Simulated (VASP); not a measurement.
Write the native input for VASP 6.6.1 that does the following.

* Task: single point
* Functional: PBE
* Potentials or basis: VASP PAW PBE potentials, release 64 (Si, Se)
* Cutoff: 500 eV
* k mesh: 7 × 7 × 6
* Occupations: fermi-dirac, width 0.05 eV
* Spin: no spin polarisation
* Dipole correction: no
* Further INCAR settings: ALGO = Normal; EDIFF = 1e-06; NBANDS = 12

The structure of SiSe lies in POSCAR:

```
SiSe
1.0
    3.5952000000      0.0000000000      0.0000000000
   -1.7976000000      3.1135300000      0.0000000000
    0.0000000000      0.0000000000      3.5987300000
Si Se
1 1
Direct
    0.6666700000      0.3333300000      0.5000000000
    0.0000000000      0.0000000000      0.0000000000
```

The input as run:

INCAR

```
PREC = Accurate ; ENCUT = 500
EDIFF = 1E-6 ; ISMEAR = -1
SIGMA = 0.05 ; LREAL = F
LASPH = T ; NELM = 120
ALGO = Normal ; ISIF = 2
LWAVE = F ; LCHARG = T
GGA = PE ; LELF = T
LVHAR = T ; NBANDS = 12
GGA_COMPAT = F
```

KPOINTS

```
Automatic mesh
0
Gamma
  7 7 6
```

Potentials or basis: VASP PAW PBE potentials, release 64 (Si, Se).

Run with:

```sh
$ cat potpaw_PBE.64/Si/POTCAR potpaw_PBE.64/Se/POTCAR > POTCAR
$ mpirun -np 1 vasp_std > vasp.out
```

Results of the run:

The pressure is -0.5 GPa. The band gap on the k mesh is zero (band 5 reaches 7.67 eV, above the bottom of band 6 at 4.46 eV).

It took 33 s on 1 thread of Intel Xeon 8259CL (shared host), peak memory 0.17 GiB.
